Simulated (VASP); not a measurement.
Input of a VASP 6.6.1 run:

Contents of INCAR:

```
SYSTEM = BeTe
  ALGO = Normal
  EDIFF = 1E-6
  ENCUT = 600
  GGA = PE
  GGA_COMPAT = .False.
  ISIF = 2
  ISMEAR = 0
  LASPH = .True.
  LCHARG = .True.
  LELF = .True.
  LREAL = .False.
  LVHAR = .True.
  LWAVE = .False.
  NBANDS = 11
  NELM = 120
  PREC = Accurate
  SIGMA = 0.1
```

The input KPOINTS:

```
k-points
0
Gamma
  6 6 6
  0 0 0
```

File POSCAR:

```
BeTe
1.0
    0.0000000000      2.3037416220      2.3037416220
    2.3037416220      0.0000000000      2.3037416220
    2.3037416220      2.3037416220      0.0000000000
Be Te
1 1
Direct
    0.0000000000      0.0000000000      0.0000000000
    0.5000000000      0.5000000000      0.5000000000
```

Potentials or basis: VASP PAW PBE potentials, release 64 (Be, Te).

Run with:

```sh
$ cat potpaw_PBE.64/Be/POTCAR potpaw_PBE.64/Te/POTCAR > POTCAR
$ mpirun -np 1 vasp_std > vasp.out
```

(1) What does it give for the band gap on the k mesh?

(2) Predict the pressure.

Results:

(1) zero (bands 4 and 5 overlap by 1.61 eV).

(2) 76.6 GPa.

Caveat: the k points lie up to 0.39 Å⁻¹ apart, too coarse for converged energies and pressures of a metal; spin-orbit coupling is left out, which moves the levels of the heavy elements.
